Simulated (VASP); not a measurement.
Set up this calculation in VASP 6.6.1, as the native input.

```
Task                   : single point
Functional             : r2SCAN
Potentials or basis    : VASP PAW PBE potentials, release 64 (Ti_sv, O)
Cutoff                 : 520 eV
k mesh                 : 8 × 8 × 8
Occupations            : gaussian, width 0.05 eV
Spin                   : no spin polarisation
Dipole correction      : no
Further INCAR settings : ALGO = Normal; EDIFF = 1e-07; NBANDS = 33
```

The system is TiO2.

```
Ti O
1.0
    -1.83230    1.83230    4.79140
     1.83230   -1.83230    4.79140
     1.83230    1.83230   -4.79140
Ti O
2 4
Direct
  0.00000 0.00000 0.00000
  0.75000 0.25000 0.50000
  0.20730 0.20730 0.00000
  0.95730 0.45730 0.50000
  0.54270 0.04270 0.50000
  0.79270 0.79270 0.00000
```

This cell differs from its parent crystal: strain -0.030 along x and y, +0.000 along z.

One way to write it, as run:

POSCAR

```
TiO2
1.0
   -1.8323030467      1.8323030467      4.7913989082
    1.8323030467     -1.8323030467      4.7913989082
    1.8323030467      1.8323030467     -4.7913989082
Ti O
2 4
Direct
    0.0000000000      0.0000000000      0.0000000000
    0.7500000000      0.2500000000      0.5000000000
    0.2073045411      0.2073045411      0.0000000000
    0.9573045411      0.4573045411      0.5000000000
    0.5426954589      0.0426954589      0.5000000000
    0.7926954589      0.7926954589      0.0000000000
```

INCAR.step1

```
PREC = Accurate ; ENCUT = 520
ISMEAR = 0 ; SIGMA = 0.05
LREAL = False ; LASPH = True
NELM = 100 ; NBANDS = 33
GGA = PE ; ALGO = Normal
EDIFF = 1E-4 ; LWAVE = True
LCHARG = False
```

INCAR.step2

```
PREC = Accurate ; ENCUT = 520
EDIFF = 1E-7 ; ISMEAR = 0
SIGMA = 0.05 ; LREAL = False
LASPH = True ; NELM = 100
ALGO = Normal ; ISIF = 2
LWAVE = False ; LCHARG = True
METAGGA = R2SCAN ; LMIXTAU = True
LELF = True ; LVHAR = True
NBANDS = 33 ; ISTART = 1
```

KPOINTS

```
regular mesh
0
Gamma
  8 8 8
```

Potentials or basis: VASP PAW PBE potentials, release 64 (Ti_sv, O).

Command:

```console
$ cat potpaw_PBE.64/Ti_sv/POTCAR potpaw_PBE.64/O/POTCAR > POTCAR
$ cp INCAR.step1 INCAR
$ mpirun -np 1 vasp_std > vasp.out
$ cp INCAR.step2 INCAR
$ mpirun -np 1 vasp_std > vasp.out
```

Results of the run:

* Pressure: 17.3 GPa
* Largest force: 0.091 eV/Å
* Band gap on the k mesh: 2.79 eV (least direct gap 3.14 eV)

Caveat: the cell differs from its parent crystal (strain -0.030 along x and y, +0.000 along z); the cell stands under pressure; the PAW data sets were made with another functional, which shifts forces and pressure a little.

Wall time 24 min on 1 thread of Intel Xeon 8259CL, with other jobs on the host, peak memory 0.34 GiB.
